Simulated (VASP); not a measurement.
A run of VASP 6.6.1:

The input INCAR:

```
SYSTEM = CdSe
PREC = Accurate
ENCUT = 520
EDIFF = 1E-6
ISMEAR = -1
SIGMA = 0.052
LREAL = Auto
LASPH = .TRUE.
NELM = 100
ALGO = Normal
ISIF = 2
LWAVE = .FALSE.
LCHARG = .TRUE.
GGA = PE
LELF = .TRUE.
LVHAR = .TRUE.
NBANDS = 86
```

KPOINTS

```
regular mesh
0
G
  2 2 2
  0 0 0
```

Contents of POSCAR:

```
CdSe
1.0
    0.0000000000      6.1355619295      6.1355619295
    6.1355619295      0.0000000000      6.1355619295
    6.1355619295      6.1355619295      0.0000000000
Cd Se
8 8
Direct
    0.0067054983     -0.0079376593     -0.0012733960
   -0.0028075668     -0.0082248375      0.4956144254
    0.0075248201      0.5064620056     -0.0006299342
   -0.0098385447      0.5072567168      0.4997226065
    0.5036361030     -0.0011771538      0.0167362829
    0.4953787501     -0.0040778661      0.4982322785
    0.5026229114      0.5130970946     -0.0015783395
    0.4957479095      0.4847026294      0.5073545073
    0.1165343139      0.1251718276      0.1304502357
    0.1311381923      0.1262687116      0.6145775307
    0.1162459948      0.6187297176      0.1321271807
    0.1101561695      0.6319621649      0.6347226293
    0.6331434748      0.1295063124      0.1077562263
    0.6216576483      0.1337522153      0.6204447194
    0.6339758354      0.6230100916      0.1174327646
    0.6386147748      0.6256901233      0.6223060811
```

Potentials or basis: VASP PAW PBE potentials, release 64 (Cd, Se).

Run with:

```console
$ cat potpaw_PBE.64/Cd/POTCAR potpaw_PBE.64/Se/POTCAR > POTCAR
$ mpirun -np 1 vasp_std > vasp.out
```

Hardware: 1 thread of Oxide Virtual Turin-like Processor, with other jobs on the host.

How long does it take, and how much memory?

Wall time 24 min on 1 thread of Oxide Virtual Turin-like Processor, on a shared host, peak memory 0.73 GiB. Counts: scf iterations 15, k points 8.
